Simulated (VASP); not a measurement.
Zn3SeS2, 6 atoms in the cell. Symmetry: I-4m2, No. 119, tetragonal system. The conventional cell has a = 3.913 Å, b = 3.913 Å, c = 16.597 Å, α = 90.00°, β = 90.00°, γ = 90.00°. Zn (site symmetry 2mm) has 2 S at 2.37 Å and 2 Se at 2.45 Å within 3.1 Å. Zn (site symmetry -4m2) has 4 S at 2.37 Å within 3.1 Å. Within 3.2 Å of Se (site symmetry -4m2) lie 4 Zn at 2.45 Å. S (site symmetry 2mm) has 4 Zn at 2.37 Å within 3.1 Å. 

| Item | Value |
| --- | --- |
| Program | VASP 6.6.1 |
| Task | single point |
| Functional | PBE |
| Potentials or basis | VASP PAW PBE potentials, release 64 (Zn, Se, S) |
| Cutoff | 520 eV |
| k mesh | 6 × 6 × 6 |
| Occupations | gaussian, width 0.1 eV |
| Spin | no spin polarisation |
| Dipole correction | no |
| Further INCAR settings | ALGO = Normal; EDIFF = 1e-06; NBANDS = 36 |

Potentials or basis: VASP PAW PBE potentials, release 64 (Zn, Se, S).

Command:

```sh
$ cat potpaw_PBE.64/Zn/POTCAR potpaw_PBE.64/Se/POTCAR potpaw_PBE.64/S/POTCAR > POTCAR
$ mpirun -np 1 vasp_std > vasp.out
```

Hardware: 1 thread of Intel Xeon 8259CL, on a shared host.

Question: How long does it take, and how much memory?

Answer: It took 13 min on 1 thread of Intel Xeon 8259CL, on a shared host, peak memory 0.71 GiB. Counts: scf iterations 15, k points 30.
